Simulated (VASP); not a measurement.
Input of a VASP 6.6.1 run:

The input INCAR:

```
PREC = Accurate
ENCUT = 520
EDIFF = 1E-6
ISMEAR = -1
SIGMA = 0.05
LREAL = False
LASPH = True
NELM = 150
ALGO = Normal
ISIF = 2
LWAVE = False
LCHARG = True
ISPIN = 2
MAGMOM = 0.667 0.667 0.676 0.676
LORBIT = 11
LMAXMIX = 4
GGA = B5
ALDAX = 1.0
AGGAX = 1.0
AGGAC = 1.0
ALDAC = 0.0
LELF = True
LVHAR = True
NBANDS = 32
```

KPOINTS

```
Automatic mesh
0
Gamma
  16 16 5
```

Contents of POSCAR:

```
Ni
1.0
    2.4226298651      0.0000000000      0.0000000000
   -1.2113149325      2.0980590071      0.0000000000
    0.0000000000      0.0000000000      7.9383878009
Ni
4
Direct
    0.0000000000      0.0000000000      1.0000000000
    0.0000000000      0.0000000000      0.5000000000
    0.3333333333      0.6666666667      0.2500000000
    0.6666666667      0.3333333333      0.7500000000
```

Potentials or basis: VASP PAW PBE potentials, release 64 (Ni).

The run is started by

```bash
$ cat potpaw_PBE.64/Ni/POTCAR > POTCAR
$ mpirun -np 1 vasp_std > vasp.out
```

What does it give for the pressure?

29.2 GPa.

What does it give for the site moments?

Ni +0.57, +0.58 (each value once) μB.

What does it give for the net moment?

2.29 μB per cell.

Stress tensor (GPa, compression positive):
```
28.98  0.00  0.00
 0.00 28.98  0.00
 0.00  0.00 29.75
```

Caveat: the cell stands under pressure; the PAW data sets were made with another functional, which shifts forces and pressure a little.
